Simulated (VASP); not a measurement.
Here is a VASP 6.6.1 calculation.

Contents of POSCAR:

```
Ga3Sb
1.0
   -1.9967744982      1.9967744982      5.5461679613
    1.9967744982     -1.9967744982      5.5461679613
    1.9967744982      1.9967744982     -5.5461679613
Ga Sb
3 1
Direct
    0.7500000000      0.2500000000      0.5000000000
    0.2500000000      0.7500000000      0.5000000000
    0.5000000000      0.5000000000      0.0000000000
    0.0000000000      0.0000000000      0.0000000000
```

Contents of INCAR.step1:

```
SYSTEM = Ga3Sb
PREC = Accurate
ENCUT = 520
ISMEAR = 0
SIGMA = 0.1
LREAL = .False.
LASPH = .True.
NELM = 80
NBANDS = 30
GGA = PE
ALGO = Normal
EDIFF = 1E-4
LWAVE = .True.
LCHARG = .False.
```

File INCAR.step2:

```
SYSTEM = Ga3Sb
PREC = Accurate
ENCUT = 520
EDIFF = 1E-6
ISMEAR = 0
SIGMA = 0.1
LREAL = .False.
LASPH = .True.
NELM = 80
ALGO = Normal
ISIF = 2
LWAVE = .False.
LCHARG = .True.
METAGGA = R2SCAN
LMIXTAU = .True.
LELF = .True.
LVHAR = .True.
NBANDS = 30
ISTART = 1
```

Contents of KPOINTS:

```
Automatic mesh
0
Gamma
  14 14 14
  0 0 0
```

Potentials or basis: VASP PAW PBE potentials, release 64 (Ga_d, Sb).

The run is started by

```bash
$ cat potpaw_PBE.64/Ga_d/POTCAR potpaw_PBE.64/Sb/POTCAR > POTCAR
$ cp INCAR.step1 INCAR
$ mpirun -np 1 vasp_std > vasp.out
$ cp INCAR.step2 INCAR
$ mpirun -np 1 vasp_std > vasp.out
```

**Question.** Estimate the band gap on the k mesh.

**Answer.** Zero (bands 22 and 23 overlap by 4.59 eV).

**Question.** Estimate the pressure.

**Answer.** -1.0 GPa.

Caveat: the PAW data sets were made with another functional, which shifts forces and pressure a little; spin-orbit coupling is left out, which moves the levels of the heavy elements.
